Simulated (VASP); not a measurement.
# Ta (Pm-3m) in VASP: a series of runs

Ta is run at these levels: BLYP; tasks: single point.

All numbers are computed with VASP 6.6.1; they aren't measurements. Logs are shortened: lines on timing, memory, paths and dates and some standing lists are left out, and cuts for length are marked.

## Step 1: The cell of the first run

Symmetry: Pm-3m, No. 221, cubic system. Conventional cell: a = 2.662 Å, b = 2.662 Å, c = 2.662 Å, α = 90.00°, β = 90.00°, γ = 90.00°. Ta (site symmetry m-3m) has 6 Ta at 2.66 Å within 3.5 Å.

## Step 2: Single point, BLYP (volume scaled by 0.88)

INCAR

```
SYSTEM = Ta
PREC = Accurate ; ENCUT = 520
EDIFF = 1E-6 ; ISMEAR = -1
SIGMA = 0.1 ; LREAL = .FALSE.
LASPH = .TRUE. ; NELM = 60
ALGO = Normal ; ISIF = 2
LWAVE = .FALSE. ; LCHARG = .TRUE.
GGA = B5 ; ALDAX = 1.0
AGGAX = 1.0 ; AGGAC = 1.0
ALDAC = 0.0 ; LELF = .TRUE.
LVHAR = .TRUE. ; NBANDS = 12
```

KPOINTS

```
Automatic mesh
0
G
  13 13 13
  0 0 0
```

POSCAR

```
Ta
1.0
    2.6623303078      0.0000000000      0.0000000000
    0.0000000000      2.6623303078      0.0000000000
    0.0000000000      0.0000000000      2.6623303078
Ta
1
Direct
    0.0000000000      0.0000000000      0.0000000000
```

Potentials or basis: VASP PAW PBE potentials, release 64 (Ta_pv).

On the command line:

```console
cat potpaw_PBE.64/Ta_pv/POTCAR > POTCAR
mpirun -np 1 vasp_std > vasp.out
```

OUTCAR:

```text
SYSTEM = Ta
   PREC = Accurate
   ENCUT = 520
   EDIFF = 1E-6
   ISMEAR = -1
   LREAL = .FALSE.
   LASPH = .TRUE.
   NELM = 60
   ISIF = 2
   GGA = B5

 ion  position               nearest neighbor table
   1  0.000  0.000  0.000-

  LATTYP: Found a simple cubic cell.
 ALAT       =     2.6623303078

  Lattice vectors:

 A1 = (   2.6623303078,   0.0000000000,   0.0000000000)
 A2 = (   0.0000000000,   2.6623303078,   0.0000000000)
 A3 = (   0.0000000000,   0.0000000000,   2.6623303078)

Analysis of symmetry for initial positions (statically):
=====================================================================
 Subroutine PRICEL returns:
 Original cell was already a primitive cell.

 Routine SETGRP: Setting up the symmetry group for a
 simple cubic supercell.

 Subroutine GETGRP returns: Found 48 space group operations
 (whereof 48 operations were pure point group operations)
 out of a pool of 48 trial point group operations.

The static configuration has the point symmetry O_h .

Analysis of symmetry for dynamics (positions and initial velocities):
=====================================================================
 Subroutine PRICEL returns:
 Original cell was already a primitive cell.

 Routine SETGRP: Setting up the symmetry group for a
 simple cubic supercell.

 Subroutine GETGRP returns: Found 48 space group operations
 (whereof 48 operations were pure point group operations)
 out of a pool of 48 trial point group operations.

The dynamic configuration has the point symmetry O_h .

 Subroutine INISYM returns: Found 48 space group operations
 (whereof 48 operations are pure point group operations),
 and found     1 'primitive' translations

----------------------------------------------------------------------------------------

                                     Primitive cell

  volume of cell :      18.8706

  direct lattice vectors                    reciprocal lattice vectors
     2.662330308  0.000000000  0.000000000     0.375610794  0.000000000  0.000000000
     0.000000000  2.662330308  0.000000000     0.000000000  0.375610794  0.000000000
     0.000000000  0.000000000  2.662330308     0.000000000  0.000000000  0.375610794

  length of vectors
     2.662330308  2.662330308  2.662330308     0.375610794  0.375610794  0.375610794

  position of ions in fractional coordinates (direct lattice)
     0.000000000  0.000000000  0.000000000

  ion indices of the primitive-cell ions
   primitive index   ion index
                 1           1

----------------------------------------------------------------------------------------

 KPOINTS: Automatic mesh

Automatic generation of k-mesh.
 Grid dimensions read from file:
 generate k-points for:   13   13   13

 Generating k-lattice:

  Cartesian coordinates                     Fractional coordinates (reciprocal lattice)
     0.028893138  0.000000000  0.000000000     0.076923077  0.000000000  0.000000000
     0.000000000  0.028893138  0.000000000     0.000000000  0.076923077  0.000000000
     0.000000000  0.000000000  0.028893138     0.000000000  0.000000000  0.076923077

  Length of vectors
     0.028893138  0.028893138  0.028893138

  Shift w.r.t. Gamma in fractional coordinates (k-lattice)
     0.000000000  0.000000000  0.000000000

 Subroutine IBZKPT returns following result:
 ===========================================

 Found     84 irreducible k-points:

 Following reciprocal coordinates:
            Coordinates               Weight
  0.000000  0.000000  0.000000      1.000000
  0.076923  0.000000  0.000000      6.000000
  0.153846  0.000000  0.000000      6.000000
  0.230769  0.000000  0.000000      6.000000
  0.307692  0.000000  0.000000      6.000000
  0.384615  0.000000  0.000000      6.000000
[... 16 lines left out ...]
  0.307692  0.307692  0.000000     12.000000
  0.384615  0.307692  0.000000     24.000000
 [... further k-points ...]
   k-points           NKPTS =     84   k-points in BZ     NKDIM =     84   number of bands    NBANDS=     12
   number of dos      NEDOS =    301   number of ions     NIONS =      1
   total plane-waves  NPLWV =   8000
   dimension x,y,z NGX =    20 NGY =   20 NGZ =   20
   dimension x,y,z NGXF=    40 NGYF=   40 NGZF=   40
   ions per type =               1
   NGX,Y,Z   is equivalent  to a cutoff of  12.49, 12.49, 12.49 a.u.
   NGXF,Y,Z  is equivalent  to a cutoff of  24.98, 24.98, 24.98 a.u.
 SYSTEM =  Ta
   PREC   = accura    normal or accurate (medium, high low for compatibility)
   ISTART =      0    job   : 0-new  1-cont  2-samecut
   ICHARG =      2    charge: 1-file 2-atom 10-const
   ISPIN  =      1    spin polarized calculation?
   LNONCOLLINEAR =      F non collinear calculations
   LSORBIT =      F    spin-orbit coupling
   LASPH  =      T    aspherical Exc in radial PAW
   ENCUT  =  520.0 eV  38.22 Ry    6.18 a.u.   4.95  4.95  4.95*2*pi/ulx,y,z
   NELM   =     60;   NELMIN=  2; NELMDL= -5     # of ELM steps
   EDIFF  = 0.1E-05   stopping-criterion for ELM
   LREAL  =      F    real-space projection
   EDIFFG = 0.1E-04   stopping-criterion for IOM
   NSW    =      0    number of steps for IOM
   IBRION =     -1    ionic relax: 0-MD 1-quasi-New 2-CG
   NFREE  =      0    steps in history (QN), initial steepest desc. (CG)
   ISIF   =      2    stress and relaxation
   ISYM   =      2    0-nonsym 1-usesym 2-fastsym
   POTIM  = 0.5000    time-step for ionic-motion
   TEBEG  =    0.0;   TEEND  =   0.0 temperature during run
   PSTRESS=    0.0 pullay stress
   NELECT =      11.0000    total number of electrons
   NUPDOWN=      -1.0000    fix difference up-down
   EMIN   =  10.00;   EMAX   =-10.00  energy-range for DOS
   EFERMI =   0.00;   METHOD = LEGACY
   ISMEAR =    -1;   SIGMA  =   0.10  broadening in eV -4-tet -1-fermi 0-gaus
   EFERMI_NEDOS =   21; number of points for ismear=-14 and -15
   IALGO  =     38    algorithm
   IMIX   =      4    mixing-type and parameters
     AMIX     =   0.40;   BMIX     =  1.00
     AMIX_MAG =   1.60;   BMIX_MAG =  1.00
  volume/ion in A,a.u.               =      18.87       127.35
  Fermi-wavevector in a.u.,A,eV,Ry     =   1.367552  2.584298 25.445588  1.870198
  Thomas-Fermi vector in A             =   2.493594
   LORBIT       =      0    0 simple, 1 ext, 2 COOP (PROOUT), +10 PAW based schemes
   GGA     = B5    functional components
   LHFCALC =     F    Hartree Fock is set to
   AEXX    =    0.0000 exact exchange contribution
   IVDW    =     0    specifies the selected vdW correction
   LEPSILON=     F    determine dielectric tensor
   LRPA    =     F    only Hartree local field effects (RPA)
 non-spin polarized calculation
  energy-cutoff  :      520.00
  volume of cell :       18.87
 maximum number of plane-waves:       519
 NGX is ok and might be reduce to    20
   NGX =  9   NGY =  9   NGZ =  9

 number of electron      10.9999995 magnetization

 Free energy of the ion-electron system (eV)
  ---------------------------------------------------
  ext. energy  EPLUGINS =         0.00000000
  ---------------------------------------------------
  free energy    TOTEN  =        -9.25583921 eV

  energy without entropy =       -9.22669845  energy(sigma->0) =       -9.24126883

 E-fermi :   5.7460     XC(G=0): -11.6102

 val. band max:        5.7388904367   @ k =   0.2308   0.2308   0.1538
 cond. band min:       5.7557365766   @ k =   0.3077   0.2308   0.2308
 fundamental gap:      0.0168461399
 Fermi energy:         5.7459904786

 k-point     1 :       0.0000    0.0000    0.0000
  band No.  band energies     occupation
      1     -27.2819      2.00000
      2     -27.2819      2.00000
      3     -27.2819      2.00000
      4      -1.6876      2.00000
      5       2.7144      2.00000
      6       2.7144      2.00000
      7      12.3905      0.00000
      8      12.3905      0.00000
      9      12.3905      0.00000
     10      19.7346      0.00000
     11      21.2789      0.00000
     12      21.2789      0.00000

 k-point     2 :       0.0769    0.0000    0.0000
  band No.  band energies     occupation
      1     -27.3809      2.00000
      2     -27.2737      2.00000
      3     -27.2737      2.00000
      4      -1.4895      2.00000
      5       2.7676      2.00000
      6       2.9317      2.00000
      7      12.0177      0.00000
      8      12.0177      0.00000
      9      12.4158      0.00000
     10      19.7216      0.00000
     11      20.3038      0.00000
     12      21.7373      0.00000

 k-point     3 :       0.1538    0.0000    0.0000
  band No.  band energies     occupation
      1     -27.6486      2.00000
      2     -27.2508      2.00000
      3     -27.2508      2.00000
      4      -0.9537      2.00000
      5       2.9189      2.00000
      6       3.5663      2.00000
      7      11.1345      0.00000
      8      11.1345      0.00000
      9      12.4865      0.00000
     10      18.4716      0.00000
     11      19.7521      0.00000
     12      22.8589      0.00000

 k-point     4 :       0.2308    0.0000    0.0000
  band No.  band energies     occupation
      1     -28.0104      2.00000
      2     -27.2184      2.00000
      3     -27.2184      2.00000
      4      -0.2153      2.00000
      5       3.1426      2.00000
      6       4.5134      1.99999
      7      10.1223      0.00000
      8      10.1223      0.00000
      9      12.5879      0.00000
     10      16.8775      0.00000
     11      19.7474      0.00000
     12      23.7199      0.00000

 k-point     5 :       0.3077    0.0000    0.0000
  band No.  band energies     occupation
      1     -28.3767      2.00000
      2     -27.1837      2.00000
      3     -27.1837      2.00000
      4       0.5890      2.00000
      5       3.3953      2.00000
      6       5.4736      1.87683
      7       9.2264      0.00000
      8       9.2264      0.00000
      9      12.6980      0.00000
     10      15.9679      0.00000
     11      19.7468      0.00000
     12      22.0947      0.00000
[... 228 lines left out ...]
      1     -28.5752      2.00000
      2     -27.8494      2.00000
      3     -27.0942      2.00000
      4       2.4523      2.00000
      5       3.8655      2.00000
      6       6.1322      0.04118
      7       8.9186      0.00000
      8       9.2429      0.00000
      9      10.7925      0.00000
     10      16.8134      0.00000
     11      19.7300      0.00000
     12      21.3739      0.00000

 k-point    22 :       0.4615    0.2308    0.0000
  band No.  band energies     occupation
      1     -28.7319      2.00000
      2     -27.8289      2.00000
      3     -27.0781      2.00000
      4       2.9935      2.00000
      5       3.4736      2.00000
      6       6.0688      0.07621
      7       8.5930      0.00000
      8      10.0502      0.00000
      9      10.8686      0.00000
     10      16.6648      0.00000
     11      19.7346      0.00000
     12      22.5584      0.00000

 k-point    23 :       0.3077    0.3077    0.0000
  band No.  band energies     occupation
      1     -28.2625      2.00000
      2     -28.2196      2.00000
      3     -27.0890      2.00000
      4       2.2602      2.00000
      5       3.7800      2.00000
      6       7.5975      0.00000
      7       8.1374      0.00000
      8       9.5696      0.00000
      9       9.9658      0.00000
     10      17.5217      0.00000
     11      19.5389      0.00000
     12      19.9392      0.00000

 k-point    24 :       0.3846    0.3077    0.0000
  band No.  band energies     occupation
      1     -28.5244      2.00000
      2     -28.2002      2.00000
      3     -27.0611      2.00000
      4       2.4087      2.00000
      5       3.6013      2.00000
      6       7.8885      0.00000
      7       9.1127      0.00000
      8       9.5388      0.00000
      9       9.9558      0.00000
     10      16.8142      0.00000
     11      19.6847      0.00000
     12      20.4489      0.00000

 [... further k-points ...]
[... 5 lines left out ...]
  --------------------------------------------------------------------------------------
  -------------------------------------------------------------------------------------
  Total        2.6582911      2.6582911      2.6582911     -0.0000000      0.0000000     -0.0000000
  in kB      225.6977882    225.6977882    225.6977882     -0.0000000      0.0000000     -0.0000000
  external PRESSURE =     225.6977882 kB  Pullay stress =       0.0000000 kB

 VOLUME and BASIS-vectors are now :
 -----------------------------------------------------------------------------
  energy-cutoff  :      520.00
  volume of cell :       18.87
      direct lattice vectors                 reciprocal lattice vectors
     2.662330308  0.000000000  0.000000000     0.375610794  0.000000000  0.000000000
     0.000000000  2.662330308  0.000000000     0.000000000  0.375610794  0.000000000
     0.000000000  0.000000000  2.662330308     0.000000000  0.000000000  0.375610794

 POSITION                                       TOTAL-FORCE (eV/Angst)
 -----------------------------------------------------------------------------------
      0.00000      0.00000      0.00000         0.000000      0.000000      0.000000
 -----------------------------------------------------------------------------------
    total drift:                               -0.000000     -0.000000     -0.000000

  FREE ENERGIE OF THE ION-ELECTRON SYSTEM (eV)
  ---------------------------------------------------
  free  energy   TOTEN  =        -9.2558392134 eV

  energy  without entropy=       -9.2266984536  energy(sigma->0) =       -9.24126883
```

Run time: 12 s. Hardware: 1 thread of AMD EPYC 7R13 (Zen 3), shared host; peak memory 0.1 GiB.

What came out:

* Free energy: -9.2558 eV
* Pressure: 22.6 GPa

Caveat: the PAW data sets were made with another functional, which shifts forces and pressure a little; spin-orbit coupling is left out, which moves the levels of the heavy elements.

## Step 3: Single point, BLYP (volume scaled by 0.92)

INCAR

```
AGGAC = 1.0 ; AGGAX = 1.0
ALDAC = 0.0 ; ALDAX = 1.0
ALGO = Normal ; EDIFF = 1E-6
ENCUT = 520 ; GGA = B5
ISIF = 2 ; ISMEAR = -1
LASPH = True ; LCHARG = False
LREAL = False ; LWAVE = False
NBANDS = 12 ; NELM = 60
PREC = Accurate ; SIGMA = 0.1
```

KPOINTS

```
k-points
0
Gamma
  13 13 13
```

POSCAR

```
Ta
1.0
    2.7020724402      0.0000000000      0.0000000000
    0.0000000000      2.7020724402      0.0000000000
    0.0000000000      0.0000000000      2.7020724402
Ta
1
Direct
    0.0000000000      0.0000000000      0.0000000000
```

Potentials or basis: VASP PAW PBE potentials, release 64 (Ta_pv).

On the command line:

```console
cat potpaw_PBE.64/Ta_pv/POTCAR > POTCAR
mpirun -np 1 vasp_std > vasp.out
```

Run time: 12 s. Hardware: 1 thread of AMD EPYC 7R13 (Zen 3), shared host; peak memory 0.11 GiB.

It converged, with:

```yaml
Free_energy: -9.3523 eV
Pressure: 13.7 GPa
```

Levels at points of the mesh, in eV from the Fermi level:
| k point | band 2 | band 3 | band 4 | band 5 | band 6 | band 7 | band 8 | band 9 | band 10 | band 11 |
| --- | --- | --- | --- | --- | --- | --- | --- | --- | --- | --- |
| (0.00, 0.00, 0.00) | -33.15 | -33.15 | -7.27 | -2.85 | -2.85 | 6.31 | 6.31 | 6.31 | 13.88 | 15.08 |

Caveat: the PAW data sets were made with another functional, which shifts forces and pressure a little; spin-orbit coupling is left out, which moves the levels of the heavy elements.
